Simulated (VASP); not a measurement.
## Al3Cu: single point with PBEsol

Crystal: Al3Cu.

```
Al Cu
1.0
     3.89235    0.00000    0.00000
     0.00000    3.89235    0.00000
     0.00000    0.00000    3.89235
Al Cu
3 1
Cartesian
  0.0000 1.9462 1.9462
  1.9462 0.0000 1.9462
  1.9462 1.9462 0.0000
  0.0000 0.0000 -0.1000
```

This cell differs from its parent crystal: atom 4 (Cu) moved -0.100 Å along Cartesian [0 0 1].

```yaml
Program: VASP 6.6.1
Task: single point
Functional: PBEsol
Potentials_or_basis: VASP PAW PBE potentials, release 64 (Al, Cu)
Cutoff: 520 eV
k_mesh: 12 × 12 × 12
Occupations: gaussian, width 0.15 eV
Spin: no spin polarisation
Dipole_correction: no
Further_INCAR_settings: ALGO = Fast; EDIFF = 1e-06; NBANDS = 18
```

| Property | Result |
| --- | --- |
| Pressure | 0.2 GPa |
| Largest force | 0.193 eV/Å |
| Band gap on the k mesh | zero (bands 10 and 11 overlap by 4.08 eV) |

Forces on the atoms (eV/Å):
```
Al   0.000  0.000 -0.112
Al   0.000  0.000 -0.112
Al   0.000  0.000  0.032
Cu   0.000  0.000  0.193
```

Stress tensor (GPa, compression positive):
```
0.18 0.00 0.00
0.00 0.18 0.00
0.00 0.00 0.30
```

Levels at points of the mesh, in eV from the Fermi level:
| k point | band 8 | band 9 | band 10 | band 11 | band 12 | band 13 |
| --- | --- | --- | --- | --- | --- | --- |
| (0.00, 0.00, 0.00) | -2.43 | -2.43 | -0.60 | 0.49 | 0.51 | 6.48 |
| (0.50, 0.00, 0.00) | 0.24 | 0.24 | 0.27 | 0.32 | 0.74 | 2.01 |
| (0.00, 0.00, 0.50) | 0.16 | 0.16 | 0.40 | 0.40 | 0.70 | 1.98 |
| (0.50, 0.50, 0.00) | -3.35 | -3.10 | 1.34 | 2.93 | 2.93 | 3.33 |
| (0.00, 0.50, 0.50) | -3.35 | -3.10 | 1.34 | 2.90 | 2.98 | 3.40 |
| (0.50, 0.50, 0.50) | -3.43 | -3.42 | -2.46 | -1.91 | -1.91 | -1.91 |

Run time: 2.3 min on 1 thread of Intel(R) Xeon(R) Platinum 8488C (Sapphire Rapids), on a shared host, peak memory 0.31 GiB.

Caveat: the cell differs from its parent crystal (atom 4 (Cu) moved -0.100 Å along Cartesian [0 0 1]); the PAW data sets were made with another functional, which shifts forces and pressure a little.
